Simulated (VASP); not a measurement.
# BaTe in VASP: notebook, part 2 of 3

VASP 6.6.1. The steps go on from the part before.

## (4) Single point, PBE (37.45 Å³/atom)

This run uses another cell than the first one, of 37.45 Å³/atom.

INCAR reads:

```
SYSTEM = BaTe
ALGO = Normal
EDIFF = 1E-7
ENCUT = 520
GGA = PE
ISIF = 2
ISMEAR = 0
LASPH = .TRUE.
LCHARG = .FALSE.
LREAL = .FALSE.
LWAVE = .FALSE.
NBANDS = 24
NELM = 80
PREC = Accurate
SIGMA = 0.05
```

KPOINTS reads:

```
k-points
0
G
  6 6 8
  0 0 0
```

POSCAR reads:

```
BaTe
1.0
    5.9611610700      0.0000000000      0.0000000000
    0.0000000000      5.9611610700      0.0000000000
    0.0000000000      0.0000000000      4.2151479658
Ba Te
2 2
Direct
    0.5000000000      0.0000000000      0.4999515426
    0.0000000000      0.5000000000      0.5000484574
    0.0000000000      0.0000000000      0.0000000000
    0.5000000000      0.5000000000      0.0000000000
```

Potentials or basis: VASP PAW PBE potentials, release 64 (Ba_sv, Te).

The run is started by

```
> cat potpaw_PBE.64/Ba_sv/POTCAR potpaw_PBE.64/Te/POTCAR > POTCAR
> mpirun -np 1 vasp_std > vasp.out
```

OUTCAR:

```text
SYSTEM = BaTe
   EDIFF = 1E-7
   ENCUT = 520
   GGA = PE
   ISIF = 2
   ISMEAR = 0
   LASPH = .TRUE.
   LREAL = .FALSE.
   NELM = 80
   PREC = Accurate

 ion  position               nearest neighbor table
   1  0.500  0.000  0.500-   3 3.65   4 3.65   4 3.65   3 3.65   4 3.65   3 3.65   3 3.65   4 3.65
                             2 4.22   2 4.22   2 4.22   2 4.22
   2  0.000  0.500  0.500-   3 3.65   4 3.65   3 3.65   4 3.65   3 3.65   3 3.65   4 3.65   4 3.65
                             1 4.22   1 4.22   1 4.22   1 4.22
   3  0.000  0.000  0.000-   1 3.65   2 3.65   2 3.65   1 3.65   2 3.65   2 3.65   1 3.65   1 3.65

   4  0.500  0.500  0.000-   1 3.65   2 3.65   1 3.65   2 3.65   2 3.65   1 3.65   2 3.65   1 3.65

  LATTYP: Found a simple tetragonal cell.
 ALAT       =     5.9611610700
 C/A-ratio  =     0.7071018408

  Lattice vectors:

 A1 = (   5.9611610700,   0.0000000000,   0.0000000000)
 A2 = (   0.0000000000,   5.9611610700,   0.0000000000)
 A3 = (   0.0000000000,   0.0000000000,   4.2151479658)

Analysis of symmetry for initial positions (statically):
=====================================================================
 Subroutine PRICEL returns:
 Original cell was already a primitive cell.

 Routine SETGRP: Setting up the symmetry group for a
 simple tetragonal supercell.

 Subroutine GETGRP returns: Found 16 space group operations
 (whereof  8 operations were pure point group operations)
 out of a pool of 16 trial point group operations.

The static configuration has the point symmetry D_2d.
 The point group associated with its full space group is D_4h.

Analysis of symmetry for dynamics (positions and initial velocities):
=====================================================================
 Subroutine PRICEL returns:
 Original cell was already a primitive cell.

 Routine SETGRP: Setting up the symmetry group for a
 simple tetragonal supercell.

 Subroutine GETGRP returns: Found 16 space group operations
 (whereof  8 operations were pure point group operations)
 out of a pool of 16 trial point group operations.

The dynamic configuration has the point symmetry D_2d.
 The point group associated with its full space group is D_4h.

 Subroutine INISYM returns: Found 16 space group operations
 (whereof  8 operations are pure point group operations),
 and found     1 'primitive' translations

----------------------------------------------------------------------------------------

                                     Primitive cell

  volume of cell :     149.7871

  direct lattice vectors                    reciprocal lattice vectors
     5.961161070  0.000000000  0.000000000     0.167752555  0.000000000  0.000000000
     0.000000000  5.961161070  0.000000000     0.000000000  0.167752555  0.000000000
     0.000000000  0.000000000  4.215147966     0.000000000  0.000000000  0.237239596

  length of vectors
     5.961161070  5.961161070  4.215147966     0.167752555  0.167752555  0.237239596

  position of ions in fractional coordinates (direct lattice)
     0.500000000  0.000000000  0.499951543
     0.000000000  0.500000000  0.500048457
     0.000000000  0.000000000  0.000000000
     0.500000000  0.500000000  0.000000000

  ion indices of the primitive-cell ions
   primitive index   ion index
                 1           1
                 2           2
                 3           3
                 4           4

----------------------------------------------------------------------------------------

 KPOINTS: k-points

Automatic generation of k-mesh.
 Grid dimensions read from file:
 generate k-points for:    6    6    8

 Generating k-lattice:

  Cartesian coordinates                     Fractional coordinates (reciprocal lattice)
     0.027958759  0.000000000  0.000000000     0.166666667  0.000000000  0.000000000
     0.000000000  0.027958759  0.000000000     0.000000000  0.166666667  0.000000000
     0.000000000  0.000000000  0.029654949     0.000000000  0.000000000  0.125000000

  Length of vectors
     0.027958759  0.027958759  0.029654949

  Shift w.r.t. Gamma in fractional coordinates (k-lattice)
     0.000000000  0.000000000  0.000000000

 Subroutine IBZKPT returns following result:
 ===========================================

 Found     50 irreducible k-points:

 Following reciprocal coordinates:
            Coordinates               Weight
  0.000000  0.000000  0.000000      1.000000
  0.166667  0.000000  0.000000      4.000000
  0.333333  0.000000  0.000000      4.000000
  0.500000  0.000000  0.000000      2.000000
  0.166667  0.166667  0.000000      4.000000
  0.333333  0.166667  0.000000      8.000000
[... 16 lines left out ...]
  0.333333  0.000000  0.250000      8.000000
  0.500000  0.000000  0.250000      4.000000
 [... further k-points ...]
   k-points           NKPTS =     50   k-points in BZ     NKDIM =     50   number of bands    NBANDS=     24
   number of dos      NEDOS =    301   number of ions     NIONS =      4
   total plane-waves  NPLWV =  73728
   dimension x,y,z NGX =    48 NGY =   48 NGZ =   32
   dimension x,y,z NGXF=    96 NGYF=   96 NGZF=   64
   ions per type =               2   2
   NGX,Y,Z   is equivalent  to a cutoff of  13.39, 13.39, 12.62 a.u.
   NGXF,Y,Z  is equivalent  to a cutoff of  26.77, 26.77, 25.24 a.u.
 SYSTEM =  BaTe
   PREC   = accura    normal or accurate (medium, high low for compatibility)
   ISTART =      0    job   : 0-new  1-cont  2-samecut
   ICHARG =      2    charge: 1-file 2-atom 10-const
   ISPIN  =      1    spin polarized calculation?
   LNONCOLLINEAR =      F non collinear calculations
   LSORBIT =      F    spin-orbit coupling
   LASPH  =      T    aspherical Exc in radial PAW
   ENCUT  =  520.0 eV  38.22 Ry    6.18 a.u.  11.08 11.08  7.84*2*pi/ulx,y,z
   NELM   =     80;   NELMIN=  2; NELMDL= -5     # of ELM steps
   EDIFF  = 0.1E-06   stopping-criterion for ELM
   LREAL  =      F    real-space projection
   EDIFFG = 0.1E-05   stopping-criterion for IOM
   NSW    =      0    number of steps for IOM
   IBRION =     -1    ionic relax: 0-MD 1-quasi-New 2-CG
   NFREE  =      0    steps in history (QN), initial steepest desc. (CG)
   ISIF   =      2    stress and relaxation
   ISYM   =      2    0-nonsym 1-usesym 2-fastsym
   POTIM  = 0.5000    time-step for ionic-motion
   TEBEG  =    0.0;   TEEND  =   0.0 temperature during run
   PSTRESS=    0.0 pullay stress
   NELECT =      32.0000    total number of electrons
   NUPDOWN=      -1.0000    fix difference up-down
   EMIN   =  10.00;   EMAX   =-10.00  energy-range for DOS
   EFERMI =   0.00;   METHOD = LEGACY
   ISMEAR =     0;   SIGMA  =   0.05  broadening in eV -4-tet -1-fermi 0-gaus
   EFERMI_NEDOS =   21; number of points for ismear=-14 and -15
   IALGO  =     38    algorithm
   IMIX   =      4    mixing-type and parameters
     AMIX     =   0.40;   BMIX     =  1.00
     AMIX_MAG =   1.60;   BMIX_MAG =  1.00
  volume/ion in A,a.u.               =      37.45       252.70
  Fermi-wavevector in a.u.,A,eV,Ry     =   0.978663  1.849406 13.031414  0.957782
  Thomas-Fermi vector in A             =   2.109456
   LORBIT       =      0    0 simple, 1 ext, 2 COOP (PROOUT), +10 PAW based schemes
   GGA     = PE    functional components
   LHFCALC =     F    Hartree Fock is set to
   AEXX    =    0.0000 exact exchange contribution
   IVDW    =     0    specifies the selected vdW correction
   LEPSILON=     F    determine dielectric tensor
   LRPA    =     F    only Hartree local field effects (RPA)
 non-spin polarized calculation
 Gauss-broadening in eV      SIGMA  =   0.05
  energy-cutoff  :      520.00
  volume of cell :      149.79
 maximum number of plane-waves:      4080
 NGX is ok and might be reduce to    48
   NGX = 23   NGY = 23   NGZ = 15

 number of electron      31.9999999 magnetization

 Free energy of the ion-electron system (eV)
  ---------------------------------------------------
  ext. energy  EPLUGINS =         0.00000000
  ---------------------------------------------------
  free energy    TOTEN  =       -16.56774261 eV

  energy without entropy =      -16.56774261  energy(sigma->0) =      -16.56774261

 E-fermi :   4.2884     XC(G=0):  -8.9233

 val. band max:        4.0657430361   @ k =   0.0000   0.0000   0.0000
 cond. band min:       4.7736211573   @ k =   0.0000   0.0000   0.0000
 fundamental gap:      0.7078781213
 Fermi energy:         4.2883582606

 k-point     1 :       0.0000    0.0000    0.0000
  band No.  band energies     occupation
      1     -24.0079      2.00000
      2     -23.9491      2.00000
      3      -9.4271      2.00000
      4      -9.4271      2.00000
      5      -9.0383      2.00000
      6      -9.0383      2.00000
[... 637 lines left out ...]
     23       8.9748      0.00000
     24       8.9748      0.00000

 [... further k-points ...]
[... 5 lines left out ...]
  --------------------------------------------------------------------------------------
  -------------------------------------------------------------------------------------
  Total        1.0944663      1.0944663      1.1059651      0.0000000      0.0000000      0.0000000
  in kB       11.7068069     11.7068069     11.8298017      0.0000000      0.0000000      0.0000000
  external PRESSURE =      11.7478052 kB  Pullay stress =       0.0000000 kB

 VOLUME and BASIS-vectors are now :
 -----------------------------------------------------------------------------
  energy-cutoff  :      520.00
  volume of cell :      149.79
      direct lattice vectors                 reciprocal lattice vectors
     5.961161070  0.000000000  0.000000000     0.167752555  0.000000000  0.000000000
     0.000000000  5.961161070  0.000000000     0.000000000  0.167752555  0.000000000
     0.000000000  0.000000000  4.215147966     0.000000000  0.000000000  0.237239596

 POSITION                                       TOTAL-FORCE (eV/Angst)
 -----------------------------------------------------------------------------------
      2.98058      0.00000      2.10737        -0.000000      0.000000      0.000070
      0.00000      2.98058      2.10778        -0.000000     -0.000000     -0.000070
      0.00000      0.00000      0.00000        -0.000000      0.000000      0.000000
      2.98058      2.98058      0.00000         0.000000     -0.000000      0.000000
 -----------------------------------------------------------------------------------
    total drift:                               -0.000000      0.000000      0.000000

  FREE ENERGIE OF THE ION-ELECTRON SYSTEM (eV)
  ---------------------------------------------------
  free  energy   TOTEN  =       -16.5677426051 eV

  energy  without entropy=      -16.5677426051  energy(sigma->0) =      -16.56774261
```

Run time: 3.9 min. Hardware: 1 thread of AMD EPYC 7R43 (Zen 3), shared host; peak memory 0.32 GiB.

Results:

```yaml
Free_energy: -16.5677 eV
Pressure: 1.2 GPa
Band_gap_on_the_k_mesh: 0.71 eV
```

Caveat: semilocal functionals underestimate gaps, and a narrow one can read as zero; spin-orbit coupling is left out, which moves the levels of the heavy elements.

## (5) Single point, PBE

This run uses another cell than the first one, of 38.21 Å³/atom.

INCAR reads:

```
SYSTEM = BaTe
ALGO = Normal
EDIFF = 1E-7
ENCUT = 520
GGA = PE
ISIF = 2
ISMEAR = 0
LASPH = .TRUE.
LCHARG = .TRUE.
LELF = .TRUE.
LREAL = .FALSE.
LVHAR = .TRUE.
LWAVE = .FALSE.
NBANDS = 24
NELM = 60
PREC = Accurate
SIGMA = 0.05
```

KPOINTS is that of step 4.

POSCAR reads:

```
BaTe
1.0
    6.0014404072      0.0000000000      0.0000000000
    0.0000000000      6.0014404072      0.0000000000
    0.0000000000      0.0000000000      4.2436295593
Ba Te
2 2
Direct
    0.5000000000      0.0000000000      0.4999515426
    0.0000000000      0.5000000000      0.5000484574
    0.0000000000      0.0000000000      0.0000000000
    0.5000000000      0.5000000000      0.0000000000
```

Potentials or basis: VASP PAW PBE potentials, release 64 (Ba_sv, Te).

The run is started by

```
> cat potpaw_PBE.64/Ba_sv/POTCAR potpaw_PBE.64/Te/POTCAR > POTCAR
> mpirun -np 1 vasp_std > vasp.out
```

OUTCAR:

```text
SYSTEM = BaTe
   EDIFF = 1E-7
   ENCUT = 520
   GGA = PE
   ISIF = 2
   ISMEAR = 0
   LASPH = .TRUE.
   LREAL = .FALSE.
   NELM = 60
   PREC = Accurate

 ion  position               nearest neighbor table
   1  0.500  0.000  0.500-   3 3.67   4 3.67   4 3.67   3 3.67   4 3.68   3 3.68   3 3.68   4 3.68
                             2 4.24   2 4.24   2 4.24   2 4.24
   2  0.000  0.500  0.500-   3 3.67   4 3.67   3 3.67   4 3.67   3 3.68   3 3.68   4 3.68   4 3.68
                             1 4.24   1 4.24   1 4.24   1 4.24
   3  0.000  0.000  0.000-   1 3.67   2 3.67   2 3.67   1 3.67   2 3.68   2 3.68   1 3.68   1 3.68

   4  0.500  0.500  0.000-   1 3.67   2 3.67   1 3.67   2 3.67   2 3.68   1 3.68   2 3.68   1 3.68

  LATTYP: Found a simple tetragonal cell.
 ALAT       =     6.0014404072
 C/A-ratio  =     0.7071018408

  Lattice vectors:

 A1 = (   6.0014404072,   0.0000000000,   0.0000000000)
 A2 = (   0.0000000000,   6.0014404072,   0.0000000000)
 A3 = (   0.0000000000,   0.0000000000,   4.2436295593)

Analysis of symmetry for initial positions (statically):
=====================================================================
 Subroutine PRICEL returns:
 Original cell was already a primitive cell.

 Routine SETGRP: Setting up the symmetry group for a
 simple tetragonal supercell.

 Subroutine GETGRP returns: Found 16 space group operations
 (whereof  8 operations were pure point group operations)
 out of a pool of 16 trial point group operations.

The static configuration has the point symmetry D_2d.
 The point group associated with its full space group is D_4h.

Analysis of symmetry for dynamics (positions and initial velocities):
=====================================================================
 Subroutine PRICEL returns:
 Original cell was already a primitive cell.

 Routine SETGRP: Setting up the symmetry group for a
 simple tetragonal supercell.

 Subroutine GETGRP returns: Found 16 space group operations
[... 126 lines left out ...]
   IMIX   =      4    mixing-type and parameters
     AMIX     =   0.40;   BMIX     =  1.00
     AMIX_MAG =   1.60;   BMIX_MAG =  1.00
  volume/ion in A,a.u.               =      38.21       257.86
  Fermi-wavevector in a.u.,A,eV,Ry     =   0.972095  1.836993 12.857077  0.944969
  Thomas-Fermi vector in A             =   2.102366
   LORBIT       =      0    0 simple, 1 ext, 2 COOP (PROOUT), +10 PAW based schemes
   GGA     = PE    functional components
   LHFCALC =     F    Hartree Fock is set to
   AEXX    =    0.0000 exact exchange contribution
   IVDW    =     0    specifies the selected vdW correction
   LEPSILON=     F    determine dielectric tensor
   LRPA    =     F    only Hartree local field effects (RPA)
 non-spin polarized calculation
 Gauss-broadening in eV      SIGMA  =   0.05
  energy-cutoff  :      520.00
  volume of cell :      152.84
 maximum number of plane-waves:      4176
 NGX is ok and might be reduce to    48
   NGX = 23   NGY = 23   NGZ = 15

 number of electron      31.9999999 magnetization

 Free energy of the ion-electron system (eV)
  ---------------------------------------------------
  ext. energy  EPLUGINS =         0.00000000
  ---------------------------------------------------
  free energy    TOTEN  =       -16.58335219 eV

  energy without entropy =      -16.58335219  energy(sigma->0) =      -16.58335219

 E-fermi :   4.1665     XC(G=0):  -8.8390

 val. band max:        3.9091192621   @ k =   0.0000   0.0000   0.0000
 cond. band min:       4.6659707936   @ k =   0.0000   0.0000   0.0000
 fundamental gap:      0.7568515315
 Fermi energy:         4.1665126022

 k-point     1 :       0.0000    0.0000    0.0000
  band No.  band energies     occupation
      1     -24.1959      2.00000
      2     -24.1423      2.00000
      3      -9.5914      2.00000
      4      -9.5914      2.00000
      5      -9.2282      2.00000
      6      -9.2282      2.00000
[... 637 lines left out ...]
     23       8.7546      0.00000
     24       8.7546      0.00000

 [... further k-points ...]

------------------------ aborting loop because EDIFF is reached ----------------------------------------

  FORCE on cell =-STRESS in cart. coord.  units (eV):
  Direction    XX          YY          ZZ          XY          YZ          ZX
  --------------------------------------------------------------------------------------
  -------------------------------------------------------------------------------------
  Total        0.4390797      0.4390797      0.4493087      0.0000000     -0.0000000      0.0000000
  in kB        4.6026238      4.6026238      4.7098487      0.0000000     -0.0000000      0.0000000
  external PRESSURE =       4.6383654 kB  Pullay stress =       0.0000000 kB

 VOLUME and BASIS-vectors are now :
 -----------------------------------------------------------------------------
  energy-cutoff  :      520.00
  volume of cell :      152.84
      direct lattice vectors                 reciprocal lattice vectors
     6.001440407  0.000000000  0.000000000     0.166626665  0.000000000  0.000000000
     0.000000000  6.001440407  0.000000000     0.000000000  0.166626665  0.000000000
     0.000000000  0.000000000  4.243629559     0.000000000  0.000000000  0.235647336

 POSITION                                       TOTAL-FORCE (eV/Angst)
 -----------------------------------------------------------------------------------
      3.00072      0.00000      2.12161         0.000000      0.000000      0.000050
      0.00000      3.00072      2.12202        -0.000000      0.000000     -0.000050
      0.00000      0.00000      0.00000         0.000000      0.000000      0.000000
      3.00072      3.00072      0.00000         0.000000      0.000000      0.000000
 -----------------------------------------------------------------------------------
    total drift:                               -0.000000      0.000000      0.000000

  FREE ENERGIE OF THE ION-ELECTRON SYSTEM (eV)
  ---------------------------------------------------
  free  energy   TOTEN  =       -16.5833521857 eV

  energy  without entropy=      -16.5833521857  energy(sigma->0) =      -16.58335219
```

OSZICAR:

```text
N       E                     dE             d eps       ncg     rms          rms(c)
DAV:   1     0.199022518258E+03    0.19902E+03   -0.12696E+04  2400   0.111E+03
DAV:   2    -0.350638869438E+01   -0.20253E+03   -0.19138E+03  3400   0.210E+02
DAV:   3    -0.163814072724E+02   -0.12875E+02   -0.12774E+02  3232   0.559E+01
DAV:   4    -0.167764672741E+02   -0.39506E+00   -0.39471E+00  3624   0.864E+00
DAV:   5    -0.167805098142E+02   -0.40425E-02   -0.40421E-02  3184   0.870E-01    0.519E+00
DAV:   6    -0.165802230442E+02    0.20029E+00   -0.36423E-01  2904   0.228E+00    0.347E+00
DAV:   7    -0.165781339114E+02    0.20891E-02   -0.32424E-01  3304   0.247E+00    0.933E-01
DAV:   8    -0.165819219560E+02   -0.37880E-02   -0.42125E-02  2864   0.838E-01    0.173E-01
DAV:   9    -0.165829165787E+02   -0.99462E-03   -0.30914E-03  3032   0.297E-01    0.963E-02
DAV:  10    -0.165831951340E+02   -0.27856E-03   -0.28192E-04  3016   0.919E-02    0.428E-02
DAV:  11    -0.165833549332E+02   -0.15980E-03   -0.24018E-04  2832   0.935E-02    0.153E-02
DAV:  12    -0.165833529951E+02    0.19381E-05   -0.12839E-05  3656   0.161E-02    0.924E-03
DAV:  13    -0.165833516900E+02    0.13051E-05   -0.22203E-06  3024   0.776E-03    0.221E-03
DAV:  14    -0.165833521636E+02   -0.47360E-06   -0.14814E-07  2296   0.194E-03    0.692E-04
DAV:  15    -0.165833521857E+02   -0.22088E-07   -0.37676E-08  1992   0.134E-03
   1 F= -.16583352E+02 E0= -.16583352E+02  d E =-.898938E-15
```

Wall time 5.2 min (1 thread of AMD EPYC 7R43 (Zen 3), shared host); peak memory 0.32 GiB.

Results:

```
Free energy            : -16.5834 eV
Pressure               : 0.5 GPa
Band gap on the k mesh : 0.76 eV
```

Caveat: semilocal functionals underestimate gaps, and a narrow one can read as zero; spin-orbit coupling is left out, which moves the levels of the heavy elements. A k mesh can miss the band edges.

(Part 2 of 3 ends here.)
